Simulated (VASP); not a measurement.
Wanted: the native input for a VASP 6.6.1 run.

```yaml
Task: single point
Functional: PBEsol
Potentials_or_basis: VASP PAW PBE potentials, release 64 (Mg, H)
Cutoff: 600 eV
k_mesh: 6 × 6 × 8
Occupations: gaussian, width 0.02 eV
Spin: no spin polarisation
Dipole_correction: no
Further_INCAR_settings: ALGO = Normal; EDIFF = 1e-06; NBANDS = 13
```

The structure of MgH2 lies in POSCAR:

```
MgH2
1.0
    4.4769605343      0.0000000000      0.0000000000
    0.0000000000      4.4769605343      0.0000000000
    0.0000000000      0.0000000000      3.0075195091
Mg H
2 4
Direct
    0.0000000000      0.0000000000      0.0000000000
    0.5000000000      0.5000000000      0.5000000000
    0.3045406515      0.3045406515      0.0000000000
    0.1954593485      0.8045406515      0.5000000000
    0.6954593485      0.6954593485      0.0000000000
    0.8045406515      0.1954593485      0.5000000000
```

These files were run (other wordings do the same):

INCAR

```
PREC = Accurate
ENCUT = 600
EDIFF = 1E-6
ISMEAR = 0
SIGMA = 0.02
LREAL = F
LASPH = T
NELM = 120
ALGO = Normal
ISIF = 2
LWAVE = F
LCHARG = T
GGA = PS
LELF = T
LVHAR = T
NBANDS = 13
GGA_COMPAT = F
```

KPOINTS

```
regular mesh
0
Gamma
  6 6 8
```

Potentials or basis: VASP PAW PBE potentials, release 64 (Mg, H).

Run with:

```sh
$ cat potpaw_PBE.64/Mg/POTCAR potpaw_PBE.64/H/POTCAR > POTCAR
$ mpirun -np 1 vasp_std > vasp.out
```

It gave:

```
Pressure               : -0.1 GPa
Band gap on the k mesh : 3.58 eV, indirect (least direct gap 4.40 eV)
```

Caveat: the PAW data sets were made with another functional, which shifts forces and pressure a little.

Run time: 18 s on 1 thread of Intel(R) Xeon(R) Platinum 8488C (Sapphire Rapids) (shared host), peak memory 0.2 GiB.
